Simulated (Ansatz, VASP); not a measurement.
## PtW2: VASP beside Ansatz

```xyz
6
Lattice="0.0000 3.6254 3.6254 3.6254 0.0000 3.6254 3.6254 3.6254 0.0000" Properties=species:S:1:pos:R:3 pbc="T T T"
Pt    0.0000    0.0000    0.0000
Pt    1.8127    1.8127    1.8127
W     4.5317    4.5317    4.5317
W     4.5317    2.7190    2.7190
W     2.7190    2.7190    4.5317
W     2.7190    4.5317    2.7190
```

Alike in both runs: task relaxation of cell and atoms; functional PBE; k mesh 4 × 4 × 4; occupations gaussian, width 0.1 eV; no spin polarisation.

```csv
,VASP,Ansatz
version,VASP 6.6.1,Ansatz 0.2.0
potentials or method,"VASP PAW PBE potentials, release 64 (Pt, W_sv), cutoff 600 eV","scalar-relativistic, plane waves, PAW"
valence electrons in the cell,76,92
```

```csv
,VASP,Ansatz,Ansatz less VASP
"gap on the k mesh at the Fermi level, each at its own relaxed structure (eV)",none,none,-
relaxed volume (Å³/atom),16.79,16.75,-0.039
relaxed cell length with the largest relative difference (Å),5.223,5.219,-0.0040
```

A gap of «none» marks a metal or a gap that the smearing closes. VASP's potentials hold 76 valence electrons a cell and Ansatz's 92, so a difference there can come from the potentials and not from the codes.

The k mesh is coarse, so the values compare programs but aren't converged. Neither program's run includes spin-orbit coupling.
